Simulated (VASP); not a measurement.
Write the native input for VASP 6.6.1 that does the following.

* Task: single point
* Functional: r2SCAN
* Potentials or basis: VASP PAW PBE potentials, release 64 (Sc_sv, N, La)
* Cutoff: 520 eV
* k mesh: 6 × 6 × 4
* Occupations: fermi-dirac, width 0.02 eV
* Spin: no spin polarisation
* Dipole correction: no
* Further INCAR settings: ALGO = Normal; EDIFF = 1e-07; NBANDS = 24

Crystal: LaScN2.

```xyz
4
Lattice="3.5630 0.0000 0.0000 0.0000 3.5630 0.0000 0.0000 0.0000 5.0022" Properties=species:S:1:pos:R:3 pbc="T T T"
Sc    0.0000    0.0000    0.0000
N     0.0000    0.0000    2.5011
N     1.7815    1.7815    0.0000
La    1.7815    1.7815    2.5011
```

This cell differs from its parent crystal: volume changed by +3%.

One way to write it, as run:

POSCAR

```
LaScN2
1.0
    3.5629521883      0.0000000000      0.0000000000
    0.0000000000      3.5629521883      0.0000000000
    0.0000000000      0.0000000000      5.0021617775
Sc N La
1 2 1
Direct
    0.0000000000      0.0000000000      0.0000000000
    0.0000000000      0.0000000000      0.5000000000
    0.5000000000      0.5000000000      0.0000000000
    0.5000000000      0.5000000000      0.5000000000
```

INCAR.step1

```
PREC = Accurate
ENCUT = 520
ISMEAR = -1
SIGMA = 0.02
LREAL = False
LASPH = True
NELM = 80
NBANDS = 24
GGA = PE
ALGO = Normal
EDIFF = 1E-4
LWAVE = True
LCHARG = False
```

INCAR.step2

```
PREC = Accurate
ENCUT = 520
EDIFF = 1E-7
ISMEAR = -1
SIGMA = 0.02
LREAL = False
LASPH = True
NELM = 80
ALGO = Normal
ISIF = 2
LWAVE = False
LCHARG = True
METAGGA = R2SCAN
LMIXTAU = True
LELF = True
LVHAR = True
NBANDS = 24
ISTART = 1
```

KPOINTS

```
Automatic mesh
0
Gamma
  6 6 4
```

Potentials or basis: VASP PAW PBE potentials, release 64 (Sc_sv, N, La).

The run is started by

```console
$ cat potpaw_PBE.64/Sc_sv/POTCAR potpaw_PBE.64/N/POTCAR potpaw_PBE.64/La/POTCAR > POTCAR
$ cp INCAR.step1 INCAR
$ mpirun -np 1 vasp_std > vasp.out
$ cp INCAR.step2 INCAR
$ mpirun -np 1 vasp_std > vasp.out
```

Results of the run:

```json
{"Pressure": "-4.3 GPa", "Band gap on the k mesh": "zero (band 16 reaches 6.75 eV, above the bottom of band 17 at 6.74 eV)"}
```

Caveat: the PAW data sets were made with another functional, which shifts forces and pressure a little; spin-orbit coupling is left out, which moves the levels of the heavy elements.

Run time: 3.7 min on 1 thread of Intel(R) Xeon(R) Platinum 8488C (Sapphire Rapids), on a shared host, peak memory 0.22 GiB.
